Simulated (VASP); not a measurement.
# Al3Cu2 (P-3m1) in VASP: notebook, part 2 of 2

VASP 6.6.1. The steps go on from the part before.

## (3) Single point, LDA

This run uses another cell than the first one, of 13.46 Å³/atom, 0.929 times its volume.

The input, INCAR:

```
ALGO = Fast
EDIFF = 1E-6
ENCUT = 520
GGA = CA
ISIF = 2
ISMEAR = -1
LASPH = T
LCHARG = F
LREAL = F
LWAVE = F
NBANDS = 24
NELM = 100
PREC = Accurate
SIGMA = 0.15
```

The input, KPOINTS:

```
k-points
0
Gamma
  12 12 8
```

The input, POSCAR:

```
Al3Cu2
1.0
    3.9970079442      0.0000000000      0.0000000000
   -1.9985039721      3.4615104188      0.0000000000
    0.0000000000      0.0000000000      4.8625087373
Al Cu
3 2
Direct
    0.0000000000      0.0000000000      0.0000000000
    0.3333333333      0.6666666667      0.3518772250
    0.6666666667      0.3333333333      0.6481227750
    0.3333333333      0.6666666667      0.8427076381
    0.6666666667      0.3333333333      0.1572923619
```

Potentials or basis: VASP PAW LDA potentials, release 64 (Al, Cu).

Launch:

```
> cat potpaw_LDA.64/Al/POTCAR potpaw_LDA.64/Cu/POTCAR > POTCAR
> mpirun -np 1 vasp_std > vasp.out
```

OUTCAR:

```text
EDIFF = 1E-6
   ENCUT = 520
   GGA = CA
   ISIF = 2
   ISMEAR = -1
   LASPH = T
   LREAL = F
   NELM = 100
   PREC = Accurate

 ion  position               nearest neighbor table
   1  0.000  0.000  0.000-   4 2.43   5 2.43   4 2.43   5 2.43   5 2.43   4 2.43   2 2.87   3 2.87
                             2 2.87   3 2.87   2 2.87   3 2.87
   2  0.333  0.667  0.352-   4 2.39   4 2.48   5 2.49   5 2.49   5 2.49   3 2.72   3 2.72   3 2.72
                             1 2.87   1 2.87   1 2.87
   3  0.667  0.333  0.648-   5 2.39   5 2.48   4 2.49   4 2.49   4 2.49   2 2.72   2 2.72   2 2.72
                             1 2.87   1 2.87   1 2.87
   4  0.333  0.667  0.843-   2 2.39   1 2.43   1 2.43   1 2.43   2 2.48   3 2.49   3 2.49   3 2.49
                             5 2.77   5 2.77   5 2.77
   5  0.667  0.333  0.157-   3 2.39   1 2.43   1 2.43   1 2.43   3 2.48   2 2.49   2 2.49   2 2.49
                             4 2.77   4 2.77   4 2.77

  LATTYP: Found a hexagonal cell.
 ALAT       =     3.9970079442
 C/A-ratio  =     1.2165371711

  Lattice vectors:

 A1 = (   3.9970079442,   0.0000000000,   0.0000000000)
 A2 = (  -1.9985039721,   3.4615104188,   0.0000000000)
 A3 = (   0.0000000000,   0.0000000000,   4.8625087373)

Analysis of symmetry for initial positions (statically):
=====================================================================
 Subroutine PRICEL returns:
 Original cell was already a primitive cell.

 Routine SETGRP: Setting up the symmetry group for a
 hexagonal supercell.

 Subroutine GETGRP returns: Found 12 space group operations
 (whereof 12 operations were pure point group operations)
 out of a pool of 24 trial point group operations.

The static configuration has the point symmetry D_3d.

Analysis of symmetry for dynamics (positions and initial velocities):
=====================================================================
 Subroutine PRICEL returns:
 Original cell was already a primitive cell.

 Routine SETGRP: Setting up the symmetry group for a
 hexagonal supercell.

 Subroutine GETGRP returns: Found 12 space group operations
 (whereof 12 operations were pure point group operations)
 out of a pool of 24 trial point group operations.

The dynamic configuration has the point symmetry D_3d.

 Subroutine INISYM returns: Found 12 space group operations
 (whereof 12 operations are pure point group operations),
 and found     1 'primitive' translations

----------------------------------------------------------------------------------------

                                     Primitive cell

  volume of cell :      67.2761

  direct lattice vectors                    reciprocal lattice vectors
     3.997007944  0.000000000  0.000000000     0.250187143  0.144445615  0.000000000
    -1.998503972  3.461510419  0.000000000     0.000000000  0.288891229  0.000000000
     0.000000000  0.000000000  4.862508737     0.000000000  0.000000000  0.205655157

  length of vectors
     3.997007944  3.997007944  4.862508737     0.288891229  0.288891229  0.205655157

  position of ions in fractional coordinates (direct lattice)
     0.000000000  0.000000000  0.000000000
     0.333333333  0.666666667  0.351877225
     0.666666667  0.333333333  0.648122775
     0.333333333  0.666666667  0.842707638
     0.666666667  0.333333333  0.157292362

[... 27 lines left out ...]
     0.000000000  0.000000000  0.000000000

 Subroutine IBZKPT returns following result:
 ===========================================

 Found    131 irreducible k-points:

 Following reciprocal coordinates:
            Coordinates               Weight
  0.000000  0.000000  0.000000      1.000000
  0.083333  0.000000  0.000000      6.000000
  0.166667  0.000000  0.000000      6.000000
  0.250000  0.000000  0.000000      6.000000
  0.333333 -0.000000  0.000000      6.000000
  0.416667  0.000000  0.000000      6.000000
[... 16 lines left out ...]
  0.166667  0.000000  0.125000      6.000000
  0.000000  0.166667  0.125000      6.000000
 [... further k-points ...]
   k-points           NKPTS =    131   k-points in BZ     NKDIM =    131   number of bands    NBANDS=     24
   number of dos      NEDOS =    301   number of ions     NIONS =      5
   total plane-waves  NPLWV =  32400
   dimension x,y,z NGX =    30 NGY =   30 NGZ =   36
   dimension x,y,z NGXF=    60 NGYF=   60 NGZF=   72
   ions per type =               3   2
   NGX,Y,Z   is equivalent  to a cutoff of  12.48, 12.48, 12.31 a.u.
   NGXF,Y,Z  is equivalent  to a cutoff of  24.96, 24.96, 24.62 a.u.
 SYSTEM =  unknown system
   PREC   = accura    normal or accurate (medium, high low for compatibility)
   ISTART =      0    job   : 0-new  1-cont  2-samecut
   ICHARG =      2    charge: 1-file 2-atom 10-const
   ISPIN  =      1    spin polarized calculation?
   LNONCOLLINEAR =      F non collinear calculations
   LSORBIT =      F    spin-orbit coupling
   LASPH  =      T    aspherical Exc in radial PAW
   ENCUT  =  520.0 eV  38.22 Ry    6.18 a.u.   7.43  7.43  9.04*2*pi/ulx,y,z
   NELM   =    100;   NELMIN=  2; NELMDL= -5     # of ELM steps
   EDIFF  = 0.1E-05   stopping-criterion for ELM
   LREAL  =      F    real-space projection
   EDIFFG = 0.1E-04   stopping-criterion for IOM
   NSW    =      0    number of steps for IOM
   IBRION =     -1    ionic relax: 0-MD 1-quasi-New 2-CG
   NFREE  =      0    steps in history (QN), initial steepest desc. (CG)
   ISIF   =      2    stress and relaxation
   ISYM   =      2    0-nonsym 1-usesym 2-fastsym
   POTIM  = 0.5000    time-step for ionic-motion
   TEBEG  =    0.0;   TEEND  =   0.0 temperature during run
   PSTRESS=    0.0 pullay stress
   NELECT =      31.0000    total number of electrons
   NUPDOWN=      -1.0000    fix difference up-down
   EMIN   =  10.00;   EMAX   =-10.00  energy-range for DOS
   EFERMI =   0.00;   METHOD = LEGACY
   ISMEAR =    -1;   SIGMA  =   0.15  broadening in eV -4-tet -1-fermi 0-gaus
   EFERMI_NEDOS =   21; number of points for ismear=-14 and -15
   IALGO  =     68    algorithm
   IMIX   =      4    mixing-type and parameters
     AMIX     =   0.40;   BMIX     =  1.00
     AMIX_MAG =   1.60;   BMIX_MAG =  1.00
  volume/ion in A,a.u.               =      13.46        90.80
  Fermi-wavevector in a.u.,A,eV,Ry     =   1.264470  2.389501 21.754128  1.598883
  Thomas-Fermi vector in A             =   2.397773
   LORBIT       =      0    0 simple, 1 ext, 2 COOP (PROOUT), +10 PAW based schemes
   GGA     = CA    functional components
   LHFCALC =     F    Hartree Fock is set to
   AEXX    =    0.0000 exact exchange contribution
   IVDW    =     0    specifies the selected vdW correction
   LEPSILON=     F    determine dielectric tensor
   LRPA    =     F    only Hartree local field effects (RPA)
 non-spin polarized calculation
 RMM-DIIS sequential band-by-band and
  energy-cutoff  :      520.00
  volume of cell :       67.28
 maximum number of plane-waves:      1842
 NGX is ok and might be reduce to    30
   NGX = 15   NGY = 15   NGZ = 19

 number of electron      31.0000027 magnetization

 Free energy of the ion-electron system (eV)
  ---------------------------------------------------
  ext. energy  EPLUGINS =         0.00000000
  ---------------------------------------------------
  free energy    TOTEN  =       -22.89523920 eV

  energy without entropy =      -22.81091433  energy(sigma->0) =      -22.85307676

 E-fermi :   9.0768     XC(G=0): -11.5123

 val. band max:        9.0720170344   @ k =   0.0833   0.0833   0.3750
 cond. band min:       9.0868054690   @ k =   0.3333   0.1667   0.1250
 fundamental gap:      0.0147884346
 Fermi energy:         9.0767587337

 k-point     1 :       0.0000    0.0000    0.0000
  band No.  band energies     occupation
      1      -2.7295      2.00000
      2       2.2235      2.00000
      3       2.8267      2.00000
      4       3.2609      2.00000
      5       3.2609      2.00000
      6       3.6305      2.00000
[... 637 lines left out ...]
     23      14.9443      0.00000
     24      15.2853      0.00000

 [... further k-points ...]
[... 5 lines left out ...]
  --------------------------------------------------------------------------------------
  -------------------------------------------------------------------------------------
  Total        2.6850802      2.6850802      2.7093816      0.0000000     -0.0000000      0.0000000
  in kB       63.9450298     63.9450298     64.5237663      0.0000000     -0.0000000      0.0000000
  external PRESSURE =      64.1379420 kB  Pullay stress =       0.0000000 kB

 VOLUME and BASIS-vectors are now :
 -----------------------------------------------------------------------------
  energy-cutoff  :      520.00
  volume of cell :       67.28
      direct lattice vectors                 reciprocal lattice vectors
     3.997007944  0.000000000  0.000000000     0.250187143  0.144445615  0.000000000
    -1.998503972  3.461510419  0.000000000     0.000000000  0.288891229  0.000000000
     0.000000000  0.000000000  4.862508737     0.000000000  0.000000000  0.205655157

 POSITION                                       TOTAL-FORCE (eV/Angst)
 -----------------------------------------------------------------------------------
      0.00000      0.00000      0.00000        -0.000000      0.000000      0.000000
     -0.00000      2.30767      1.71101         0.000000     -0.000000      0.004654
      1.99850      1.15384      3.15150         0.000000      0.000000     -0.004654
     -0.00000      2.30767      4.09767         0.000000      0.000000      0.002550
      1.99850      1.15384      0.76484        -0.000000     -0.000000     -0.002550
 -----------------------------------------------------------------------------------
    total drift:                                0.000000     -0.000000      0.000000

  FREE ENERGIE OF THE ION-ELECTRON SYSTEM (eV)
  ---------------------------------------------------
  free  energy   TOTEN  =       -22.8952391955 eV

  energy  without entropy=      -22.8109143314  energy(sigma->0) =      -22.85307676
```

OSZICAR:

```text
N       E                     dE             d eps       ncg     rms          rms(c)
DAV:   1     0.179072673181E+03    0.17907E+03   -0.12408E+04  6352   0.155E+03
DAV:   2    -0.156351512772E+02   -0.19471E+03   -0.18124E+03  6304   0.296E+02
DAV:   3    -0.272982949416E+02   -0.11663E+02   -0.11072E+02  8272   0.958E+01
DAV:   4    -0.276261005219E+02   -0.32781E+00   -0.32746E+00  8696   0.141E+01
DAV:   5    -0.276317153144E+02   -0.56148E-02   -0.56138E-02  8976   0.172E+00    0.199E+01
RMM:   6    -0.293983230774E+02   -0.17666E+01   -0.74406E+01  7555   0.126E+02    0.159E+01
RMM:   7    -0.229387336864E+02    0.64596E+01   -0.21890E+01  6824   0.715E+01    0.170E+00
RMM:   8    -0.229034757981E+02    0.35258E-01   -0.11927E+00  6906   0.170E+01    0.143E+00
RMM:   9    -0.228922938655E+02    0.11182E-01   -0.18155E-01  8064   0.410E+00    0.539E-01
RMM:  10    -0.228943033165E+02   -0.20095E-02   -0.63077E-02  8769   0.235E+00    0.220E-01
RMM:  11    -0.228956997674E+02   -0.13965E-02   -0.12029E-02  8766   0.705E-01    0.118E-01
RMM:  12    -0.228960323728E+02   -0.33261E-03   -0.90494E-03  7829   0.107E+00    0.202E-01
RMM:  13    -0.228956186441E+02    0.41373E-03   -0.10994E-03  8351   0.332E-01    0.132E-01
RMM:  14    -0.228955212099E+02    0.97434E-04   -0.24540E-04  8546   0.978E-02    0.120E-01
RMM:  15    -0.228952604235E+02    0.26079E-03   -0.12719E-03 10124   0.440E-01    0.472E-02
RMM:  16    -0.228952387150E+02    0.21708E-04   -0.62722E-05  8025   0.104E-01    0.854E-03
RMM:  17    -0.228952389392E+02   -0.22414E-06   -0.16340E-05  7995   0.304E-02    0.233E-03
RMM:  18    -0.228952391955E+02   -0.25631E-06   -0.40710E-06  5945   0.169E-02
   1 F= -.22895239E+02 E0= -.22853077E+02  d E =-.843249E-01
```

It took 1.8 min on 1 thread of Intel Xeon 6975P-C (Granite Rapids), shared host; peak memory 0.28 GiB.

Results:

* Free energy: -22.8952 eV
* Pressure: 6.4 GPa
* Largest force: 0.005 eV/Å

Forces in eV/Å, atoms in the order of the input:
```
Al   0.000  0.000  0.000
Al   0.000  0.000  0.005
Al   0.000  0.000 -0.005
Cu   0.000  0.000  0.003
Cu   0.000  0.000 -0.003
```

Levels at points of the mesh, in eV from the Fermi level:
| k point | band 13 | band 14 | band 15 | band 16 | band 17 | band 18 |
| --- | --- | --- | --- | --- | --- | --- |
| (0.00, 0.00, 0.00) | -3.87 | -0.25 | -0.25 | 1.41 | 1.41 | 2.85 |
| (0.50, 0.00, 0.00) | -3.24 | -3.16 | -2.72 | -0.73 | 0.11 | 0.37 |
| (0.00, 0.00, 0.50) | 1.23 | 1.23 | 1.29 | 1.29 | 1.78 | 2.61 |
| (0.50, 0.00, 0.50) | -4.43 | -3.74 | -1.89 | -0.18 | 0.78 | 1.12 |

## (4) Single point, LDA (volume scaled by 0.98, then relaxed in part)

The input, INCAR:

```
SYSTEM = Al3Cu2
ALGO = Fast
EDIFF = 1E-6
ENCUT = 520
ISIF = 2
ISMEAR = -1
LASPH = .TRUE.
LCHARG = .TRUE.
LELF = .TRUE.
LREAL = .FALSE.
LVHAR = .TRUE.
LWAVE = .FALSE.
NBANDS = 24
NELM = 100
PREC = Accurate
SIGMA = 0.15
```

The input, KPOINTS:

```
k-points
0
G
  12 12 8
  0 0 0
```

The input, POSCAR:

```
Al3Cu2
1.0
    4.0306997996      0.0000000000      0.0000000000
   -2.0153498998      3.4906884215      0.0000000000
    0.0000000000      0.0000000000      4.9024759643
Al Cu
3 2
Direct
    0.0000000000      0.0000000000      0.0000000000
    0.3333333333      0.6666666667      0.3514437596
    0.6666666667      0.3333333333      0.6485562404
    0.3333333333      0.6666666667      0.8423334710
    0.6666666667      0.3333333333      0.1576665290
```

Launch:

```
> cat potpaw_LDA.64/Al/POTCAR potpaw_LDA.64/Cu/POTCAR > POTCAR
> mpirun -np 1 vasp_std > vasp.out
```

Run time: 2.2 min. Hardware: 1 thread of Intel Xeon 6975P-C (Granite Rapids), shared host; peak memory 0.28 GiB.

It converged, with:

| Item | Value |
| --- | --- |
| Free energy | -22.9450 eV |
| Pressure | 2.9 GPa |
| Largest force | 0.005 eV/Å |

Forces in eV/Å, atoms in the order of the input:
```
Al   0.000  0.000  0.000
Al   0.000  0.000  0.005
Al   0.000  0.000 -0.005
Cu   0.000  0.000  0.003
Cu   0.000  0.000 -0.003
```

Levels at points of the mesh, in eV from the Fermi level:
| k point | band 11 | band 12 | band 13 | band 14 | band 15 | band 16 | band 17 | band 18 | band 19 | band 20 |
| --- | --- | --- | --- | --- | --- | --- | --- | --- | --- | --- |
| (0.00, 0.00, 0.00) | -4.36 | -3.83 | -3.79 | -0.22 | -0.22 | 1.39 | 1.39 | 2.71 | 3.04 | 5.51 |
| (0.50, 0.00, 0.00) | -4.50 | -4.31 | -3.16 | -3.08 | -2.66 | -0.74 | 0.03 | 0.38 | 3.12 | 3.91 |
| (0.00, 0.00, 0.50) | -4.40 | -4.40 | 1.23 | 1.23 | 1.32 | 1.32 | 1.81 | 2.54 | 2.54 | 2.61 |
| (0.50, 0.00, 0.50) | -4.52 | -4.43 | -4.33 | -3.67 | -1.84 | -0.17 | 0.78 | 1.05 | 5.26 | 5.54 |

Caveat: the cell differs from its parent crystal (volume scaled by 0.98, then relaxed in part).

## (5) The runs side by side

| cell | k mesh | smearing | gap on the mesh (eV) | pressure (GPa) | largest force (eV/Å) |
| --- | --- | --- | --- | --- | --- |
| a = 4.092, b = 4.092, c = 4.993 Å, angles 90.0, 90.0, 120.0°, 5 atoms | 6 × 6 × 4 | gaussian 0.1 eV | none | -3.0 | 0.05 |
| a = 3.997, b = 3.997, c = 4.863 Å, angles 90.0, 90.0, 120.0°, 5 atoms | 12 × 12 × 8 | fermi-dirac 0.15 eV | none | 6.4 | - |
| a = 4.031, b = 4.031, c = 4.902 Å, angles 90.0, 90.0, 120.0°, 5 atoms | 12 × 12 × 8 | fermi-dirac 0.15 eV | none | 2.9 | 0.01 |

Alike in all rows: task single point; level LDA; potentials or basis VASP PAW LDA potentials, release 64 (Al, Cu); no spin polarisation; cutoff (eV) 520.

Absolute energies hang on the potentials; compare differences alone.
